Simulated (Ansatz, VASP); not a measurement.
## One calculation of AlAuC4N4, two programs

```
Al C Au N
1.0
     6.14320    0.00000    0.00000
     0.00000    6.14320    0.00000
     0.00000    0.00000    6.14320
Al C Au N
1 4 1 4
Direct
  0.00000 0.00000 0.00000
  0.18507 0.18507 0.18507
  0.18507 0.81493 0.81493
  0.81493 0.18507 0.81493
  0.81493 0.81493 0.18507
  0.50000 0.50000 0.50000
  0.29432 0.29432 0.29432
  0.29432 0.70568 0.70568
  0.70568 0.29432 0.70568
  0.70568 0.70568 0.29432
```

Alike in both runs: functional PBE; k mesh 4 × 4 × 4; occupations gaussian, width 0.1 eV; no spin polarisation.

Ansatz relaxed the structure, and its values are those at the end. VASP's run is a single point on that final structure, the one shown.

|  | VASP | Ansatz |
| --- | --- | --- |
| version | VASP 6.6.1 | Ansatz 0.2.0 |
| potentials or method | VASP PAW PBE potentials, release 64 (Al, C, Au_sv_GW, N), cutoff 700 eV | scalar-relativistic, plane waves, PAW |
| valence electrons in the cell | 58 | 58 |

```tsv
	VASP	Ansatz	Ansatz less VASP
gap on the k mesh at the Fermi level (eV)	3.49	3.48	-0.004
least direct gap on the mesh (eV)	3.51	3.51	-0.003
pressure (GPa)	0.3	0.1	-0.19
rms of the force components (eV/Å)	0.215	0.007	-0.2076
```

One of these differences is far larger than is usual between the two programs; its cause wasn't traced. With one functional, cell and mesh, what is left measures potentials, basis and numerics.

Spin-orbit coupling is off throughout. Noted on VASP's run: the standard files for N, O and F lose accuracy on very short bonds.
